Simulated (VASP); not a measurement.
# Zn15S16 (a cell with a defect) in VASP: single point with PBEsol

Aim: the single point of Zn15S16 (a cell with a defect) with PBEsol.

All numbers are computed with VASP 6.6.1; they aren't measurements. Logs are shortened: lines on timing, memory, paths and dates and some standing lists are left out, and cuts for length are marked.

### 1 The cell of the first run

The cell holds a defect, 31 atoms: a = 9.277 Å, b = 9.277 Å, c = 9.277 Å, α = 109.47°, β = 109.47°, γ = 109.47°.

### 2 Single point, PBEsol

File INCAR:

```
PREC     = Accurate       # precision mode
ENCUT    = 520            # plane-wave cutoff, eV
EDIFF    = 1E-6           # SCF threshold, eV
ISMEAR   = 0              # smearing method
SIGMA    = 0.02           # smearing width, eV
LREAL    = Auto         
LASPH    = True           # aspherical terms in the spheres
NELM     = 100            # most SCF steps
ALGO     = Normal         # electronic algorithm
ISIF     = 2              # what is computed and relaxed
LWAVE    = False          # write WAVECAR
LCHARG   = True           # write CHGCAR
GGA      = PS             # functional
LELF     = True           # ELF
LVHAR    = True         
NBANDS   = 159            # bands
NELECT   = 278.0
```

File KPOINTS:

```
Automatic mesh
0
Gamma
  2 2 2
  0.5 0.5 0.5
```

File POSCAR:

```
Zn15S16
1.0
    5.3560909598      5.3560909598     -5.3560909598
   -5.3560909598     -5.3560909598     -5.3560909598
   -5.3560909598      5.3560909598      5.3560909598
Zn S
15 16
Direct
    0.5016353382     -0.2403028645      0.7500000523
    0.7499999590      0.4999999104      0.7499999590
    0.7499999590      0.0000000000      0.2500000486
    0.0096970907      1.0000000075      0.0016352411
    0.2500000486      0.7596971430      0.0016353344
    0.4903029130      0.4919381541     -0.0096970907
    0.7419382027      0.2403028645     -0.0096970907
    0.0096970907      0.2516352896      0.7499999590
    0.5016352448      0.0000000000      0.5096970945
    0.7580618086      0.7483647179      0.4983646693
   -0.0016353344      0.7483647179      0.2580618048
    0.2499999552      0.4999999104      0.2499999552
    0.4903029130      0.2403028645      0.2419381989
   -0.0016352411      0.5080618534      0.4983647627
    0.2499999552      0.2516352896      0.5096970945
    0.2500000486      0.0000000000     -0.0095076802
    0.4995959778      0.7502974707     -0.0004040260
    0.7492985146      0.4992984660     -0.0002974184
    0.7507014967      0.0000000000      0.5004040298
    0.0004040260      0.0000000000      0.2507014930
    0.2499999552      0.7504040783      0.2507014930
    0.4997025854      0.4992984660      0.2492985108
    0.7492985146      0.2497025368      0.2492985108
    0.0002974184      0.2495959292     -0.0004041194
    0.4904923235      0.0000000000      0.7500000523
    0.7507014967      0.7504040783      0.7499999590
    0.0095076802      0.7595077325      0.5095076840
    0.2500000486      0.5007015415      0.5004041231
    0.4995958844      0.2495959292      0.5002974222
    0.0004041194      0.5007015415      0.7500000523
    0.2499999552      0.2404922750      0.7499999590
```

Potentials or basis: VASP PAW PBE potentials, release 64 (Zn, S).

Launch:

```console
cat potpaw_PBE.64/Zn/POTCAR potpaw_PBE.64/S/POTCAR > POTCAR
mpirun -np 1 vasp_std > vasp.out
```

OUTCAR:

```text
PREC = Accurate
   ENCUT = 520
   EDIFF = 1E-6
   ISMEAR = 0
   LREAL = Auto
   LASPH = True
   NELM = 100
   ISIF = 2
   GGA = PS
   NELECT = 278.0

 ion  position               nearest neighbor table
   1  0.502  0.760  0.750-  25 2.27  26 2.34  17 2.35  28 2.35
   2  0.750  0.500  0.750-  29 2.32  18 2.32  30 2.32  26 2.32
   3  0.750  0.000  0.250-  19 2.32  17 2.32  23 2.32  20 2.32
   4  0.010  0.000  0.002-  16 2.27  20 2.34  24 2.35  26 2.35
   5  0.250  0.760  0.002-  16 2.27  21 2.34  30 2.35  17 2.35
   6  0.490  0.492  0.990-  31 2.27  17 2.34  22 2.35  18 2.35
   7  0.742  0.240  0.990-  25 2.27  24 2.34  18 2.35  23 2.35
   8  0.010  0.252  0.750-  31 2.27  30 2.34  24 2.35  19 2.35
   9  0.502  0.000  0.510-  25 2.27  19 2.34  21 2.35  29 2.35
  10  0.758  0.748  0.498-  27 2.27  22 2.34  19 2.35  26 2.35
  11  0.998  0.748  0.258-  27 2.27  18 2.34  20 2.35  21 2.35
  12  0.250  0.500  0.250-  24 2.32  22 2.32  28 2.32  21 2.32
  13  0.490  0.240  0.242-  16 2.27  29 2.34  22 2.35  23 2.35
  14  0.998  0.508  0.498-  27 2.27  23 2.34  30 2.35  28 2.35
  15  0.250  0.252  0.510-  31 2.27  28 2.34  29 2.35  20 2.35
  16  0.250  0.000  0.990-   5 2.27  13 2.27   4 2.27
  17  0.500  0.750  1.000-   3 2.32   6 2.34   1 2.35   5 2.35
  18  0.749  0.499  1.000-   2 2.32  11 2.34   7 2.35   6 2.35
  19  0.751  0.000  0.500-   3 2.32   9 2.34  10 2.35   8 2.35
  20  0.000  0.000  0.251-   3 2.32   4 2.34  11 2.35  15 2.35
  21  0.250  0.750  0.251-  12 2.32   5 2.34   9 2.35  11 2.35
  22  0.500  0.499  0.249-  12 2.32  10 2.34  13 2.35   6 2.35
  23  0.749  0.250  0.249-   3 2.32  14 2.34   7 2.35  13 2.35
  24  0.000  0.250  1.000-  12 2.32   7 2.34   8 2.35   4 2.35
  25  0.490  0.000  0.750-   7 2.27   1 2.27   9 2.27
  26  0.751  0.750  0.750-   2 2.32   1 2.34   4 2.35  10 2.35
  27  0.010  0.760  0.510-  10 2.27  11 2.27  14 2.27
  28  0.250  0.501  0.500-  12 2.32  15 2.34   1 2.35  14 2.35
  29  0.500  0.250  0.500-   2 2.32  13 2.34   9 2.35  15 2.35
  30  0.000  0.501  0.750-   2 2.32   8 2.34   5 2.35  14 2.35
  31  0.250  0.240  0.750-   8 2.27  15 2.27   6 2.27

  LATTYP: Found a body centered cubic cell.
 ALAT       =    10.7121819196

  Lattice vectors:

 A1 = (   5.3560909598,   5.3560909598,  -5.3560909598)
 A2 = (  -5.3560909598,  -5.3560909598,  -5.3560909598)
 A3 = (  -5.3560909598,   5.3560909598,   5.3560909598)

Analysis of symmetry for initial positions (statically):
=====================================================================
 Subroutine PRICEL returns:
 Original cell was already a primitive cell.

 Routine SETGRP: Setting up the symmetry group for a
 body centered cubic supercell.

 Subroutine GETGRP returns: Found 24 space group operations
 (whereof  2 operations were pure point group operations)
 out of a pool of 48 trial point group operations.

The static configuration has the point symmetry C_1h.
 The point group associated with its full space group is T_d .

Analysis of symmetry for dynamics (positions and initial velocities):
=====================================================================
 Subroutine PRICEL returns:
 Original cell was already a primitive cell.

 Routine SETGRP: Setting up the symmetry group for a
 body centered cubic supercell.

 Subroutine GETGRP returns: Found 24 space group operations
 (whereof  2 operations were pure point group operations)
 out of a pool of 48 trial point group operations.

The dynamic configuration has the point symmetry C_1h.
 The point group associated with its full space group is T_d .

 Subroutine INISYM returns: Found 24 space group operations
 (whereof  2 operations are pure point group operations),
 and found     1 'primitive' translations

----------------------------------------------------------------------------------------

                                     Primitive cell

  volume of cell :     614.6159

  direct lattice vectors                    reciprocal lattice vectors
     5.356090960  5.356090960 -5.356090960     0.000000000  0.093351663 -0.093351663
    -5.356090960 -5.356090960 -5.356090960    -0.093351663  0.000000000 -0.093351663
    -5.356090960  5.356090960  5.356090960    -0.093351663  0.093351663  0.000000000

  length of vectors
     9.277021672  9.277021672  9.277021672     0.132019188  0.132019188  0.132019188

  position of ions in fractional coordinates (direct lattice)
     0.501635338  0.759697135  0.750000052
     0.749999959  0.499999910  0.749999959
     0.749999959  0.000000000  0.250000049
     0.009697091  0.000000007  0.001635241
     0.250000049  0.759697143  0.001635334
     0.490302913  0.491938154  0.990302909
[... 23 lines left out ...]
     0.000404119  0.500701541  0.750000052
     0.249999955  0.240492275  0.749999959

  ion indices of the primitive-cell ions
   primitive index   ion index
                 1           1
                 2           2
                 3           3
                 4           4
                 5           5
                 6           6
[... 23 lines left out ...]
                30          30
                31          31

----------------------------------------------------------------------------------------

 KPOINTS: Automatic mesh

Automatic generation of k-mesh.
 Grid dimensions read from file:
 generate k-points for:    2    2    2

 Generating k-lattice:

  Cartesian coordinates                     Fractional coordinates (reciprocal lattice)
     0.000000000  0.046675832 -0.046675832     0.500000000  0.000000000  0.000000000
    -0.046675832  0.000000000 -0.046675832     0.000000000  0.500000000  0.000000000
    -0.046675832  0.046675832  0.000000000     0.000000000  0.000000000  0.500000000

  Length of vectors
     0.066009594  0.066009594  0.066009594

  Shift w.r.t. Gamma in fractional coordinates (k-lattice)
     0.500000000  0.500000000  0.500000000

 Subroutine IBZKPT returns following result:
 ===========================================

 Found      2 irreducible k-points:

 Following reciprocal coordinates:
            Coordinates               Weight
  0.250000  0.250000  0.250000      2.000000
 -0.250000  0.250000  0.250000      6.000000
   k-points           NKPTS =      2   k-points in BZ     NKDIM =      2   number of bands    NBANDS=    159
   number of dos      NEDOS =    301   number of ions     NIONS =     31
   total plane-waves  NPLWV = 343000
   dimension x,y,z NGX =    70 NGY =   70 NGZ =   70
   dimension x,y,z NGXF=   140 NGYF=  140 NGZF=  140
   ions per type =              15  16
   NGX,Y,Z   is equivalent  to a cutoff of  12.54, 12.54, 12.54 a.u.
   NGXF,Y,Z  is equivalent  to a cutoff of  25.09, 25.09, 25.09 a.u.
 SYSTEM =  unknown system
   PREC   = accura    normal or accurate (medium, high low for compatibility)
   ISTART =      0    job   : 0-new  1-cont  2-samecut
   ICHARG =      2    charge: 1-file 2-atom 10-const
   ISPIN  =      1    spin polarized calculation?
   LNONCOLLINEAR =      F non collinear calculations
   LSORBIT =      F    spin-orbit coupling
   LASPH  =      T    aspherical Exc in radial PAW
   ENCUT  =  520.0 eV  38.22 Ry    6.18 a.u.  17.25 17.25 17.25*2*pi/ulx,y,z
   NELM   =    100;   NELMIN=  2; NELMDL= -5     # of ELM steps
   EDIFF  = 0.1E-05   stopping-criterion for ELM
   LREAL  =      T    real-space projection
   EDIFFG = 0.1E-04   stopping-criterion for IOM
   NSW    =      0    number of steps for IOM
   IBRION =     -1    ionic relax: 0-MD 1-quasi-New 2-CG
   NFREE  =      0    steps in history (QN), initial steepest desc. (CG)
   ISIF   =      2    stress and relaxation
   ISYM   =      2    0-nonsym 1-usesym 2-fastsym
   POTIM  = 0.5000    time-step for ionic-motion
   TEBEG  =    0.0;   TEEND  =   0.0 temperature during run
   PSTRESS=    0.0 pullay stress
   NELECT =     278.0000    total number of electrons
   NUPDOWN=      -1.0000    fix difference up-down
   EMIN   =  10.00;   EMAX   =-10.00  energy-range for DOS
   EFERMI =   0.00;   METHOD = LEGACY
   ISMEAR =     0;   SIGMA  =   0.02  broadening in eV -4-tet -1-fermi 0-gaus
   EFERMI_NEDOS =   21; number of points for ismear=-14 and -15
   IALGO  =     38    algorithm
   IMIX   =      4    mixing-type and parameters
     AMIX     =   0.40;   BMIX     =  1.00
     AMIX_MAG =   1.60;   BMIX_MAG =  1.00
  volume/ion in A,a.u.               =      19.83       133.79
  Fermi-wavevector in a.u.,A,eV,Ry     =   1.256672  2.374765 21.486642  1.579224
  Thomas-Fermi vector in A             =   2.390368
   LORBIT       =      0    0 simple, 1 ext, 2 COOP (PROOUT), +10 PAW based schemes
   GGA     = PS    functional components
   LHFCALC =     F    Hartree Fock is set to
   AEXX    =    0.0000 exact exchange contribution
   IVDW    =     0    specifies the selected vdW correction
   LEPSILON=     F    determine dielectric tensor
   LRPA    =     F    only Hartree local field effects (RPA)
 non-spin polarized calculation
 Gauss-broadening in eV      SIGMA  =   0.02
  energy-cutoff  :      520.00
  volume of cell :      614.62
 maximum number of plane-waves:     16536
 NGX is ok and might be reduce to    70
   NGX = 35   NGY = 35   NGZ = 35

 number of electron     277.9999952 magnetization

 Free energy of the ion-electron system (eV)
  ---------------------------------------------------
  ext. energy  EPLUGINS =         0.00000000
  ---------------------------------------------------
  free energy    TOTEN  =      -111.74073410 eV

  energy without entropy =     -111.74073410  energy(sigma->0) =     -111.74073410

 E-fermi :   2.0994     XC(G=0):  -9.8865

 val. band max:        2.0073468856   @ k =   0.2500   0.2500   0.2500
 cond. band min:       5.4102452592   @ k =  -0.2500   0.2500   0.2500
 fundamental gap:      3.4028983736
 Fermi energy:         2.0993836302

 k-point     1 :       0.2500    0.2500    0.2500
  band No.  band energies     occupation
      1     -10.8198      2.00000
      2     -10.8198      2.00000
      3     -10.8198      2.00000
      4     -10.5895      2.00000
      5     -10.1616      2.00000
      6     -10.1616      2.00000
[... 143 lines left out ...]
    150       6.2455      0.00000
    151       6.2455      0.00000

 k-point     2 :      -0.2500    0.2500    0.2500
  band No.  band energies     occupation
      1     -11.0534      2.00000
      2     -10.6095      2.00000
      3     -10.5308      2.00000
      4     -10.5308      2.00000
      5     -10.4719      2.00000
      6     -10.2839      2.00000
[... 143 lines left out ...]
    150       6.8096      0.00000
    151       6.8326      0.00000
 [bands above 151 left out]

------------------------ aborting loop because EDIFF is reached ----------------------------------------

  FORCE on cell =-STRESS in cart. coord.  units (eV):
  Direction    XX          YY          ZZ          XY          YZ          ZX
  --------------------------------------------------------------------------------------
  -------------------------------------------------------------------------------------
  Total       13.6193503     13.6193503     13.6193503      0.0000000     -0.0000000      0.0000000
  in kB       35.5028444     35.5028444     35.5028444      0.0000000     -0.0000000      0.0000000
  external PRESSURE =      35.5028444 kB  Pullay stress =       0.0000000 kB

 VOLUME and BASIS-vectors are now :
 -----------------------------------------------------------------------------
  energy-cutoff  :      520.00
  volume of cell :      614.62
      direct lattice vectors                 reciprocal lattice vectors
     5.356090960  5.356090960 -5.356090960     0.000000000  0.093351663 -0.093351663
    -5.356090960 -5.356090960 -5.356090960    -0.093351663  0.000000000 -0.093351663
    -5.356090960  5.356090960  5.356090960    -0.093351663  0.093351663  0.000000000

 POSITION                                       TOTAL-FORCE (eV/Angst)
 -----------------------------------------------------------------------------------
     -5.39927      2.63487     -2.73874         0.002808      0.002808     -0.008586
     -2.67804      5.35609     -2.67804        -0.000000     -0.000000      0.000000
      2.67804      5.35609     -2.67804        -0.000000     -0.000000      0.000000
      0.04318      0.06070     -0.04318        -0.002808      0.008586      0.002808
     -2.73874     -2.72122     -5.39927        -0.008586      0.002808      0.002808
     -5.31291      5.29539      0.04318        -0.002808     -0.008586     -0.002808
[... 23 lines left out ...]
     -6.69671      1.33743      1.33310         0.011005      0.011005     -0.000618
     -3.96614      4.06799      1.38995         0.015940      0.015940      0.015940
 -----------------------------------------------------------------------------------
    total drift:                                0.001626     -0.003464     -0.002489

  FREE ENERGIE OF THE ION-ELECTRON SYSTEM (eV)
  ---------------------------------------------------
  free  energy   TOTEN  =      -111.7407340989 eV

  energy  without entropy=     -111.7407340989  energy(sigma->0) =     -111.74073410
```

Run time: 11 min. Hardware: 1 thread of Oxide Virtual Turin-like, shared host; peak memory 0.7 GiB.

What came out:

```yaml
Free_energy: -111.7407 eV
Largest_force: 0.028 eV/Å
```

Forces on the atoms (eV/Å):
```
Zn   0.003  0.003 -0.009
Zn   0.000  0.000  0.000
Zn   0.000  0.000  0.000
Zn  -0.003  0.009  0.003
Zn  -0.009  0.003  0.003
Zn  -0.003 -0.009 -0.003
Zn   0.009  0.003 -0.003
Zn  -0.003 -0.003 -0.009
Zn   0.003  0.009 -0.003
Zn   0.009 -0.003  0.003
Zn   0.003 -0.003  0.009
Zn   0.000  0.000  0.000
Zn  -0.003  0.003  0.009
Zn   0.003 -0.009  0.003
Zn  -0.009 -0.003 -0.003
S    0.016 -0.016 -0.016
S    0.011 -0.001  0.011
S   -0.011  0.011  0.001
S   -0.011  0.001  0.011
S    0.011  0.001 -0.011
S   -0.001 -0.011 -0.011
S    0.001  0.011 -0.011
S   -0.011 -0.001 -0.011
S    0.001 -0.011  0.011
S   -0.016 -0.016  0.016
S   -0.011 -0.011 -0.001
S   -0.016  0.016 -0.016
S   -0.001  0.011  0.011
S    0.011 -0.011  0.001
S    0.011  0.011 -0.001
S    0.016  0.016  0.016
```

Levels at points of the mesh, in eV from the Fermi level:
```csv
k point,band 136,band 137,band 138,band 139,band 140,band 141,band 142,band 143
"(0.25, 0.25, 0.25)",-0.53,-0.09,-0.09,-0.09,3.40,3.40,3.40,3.69
```

Caveat: the cell carries a net charge on a neutralising background, which shifts energy and pressure; the cell is charged against a uniform background, so pressure and absolute levels hang on convention; the PAW data sets were made with another functional, which shifts forces and pressure a little.
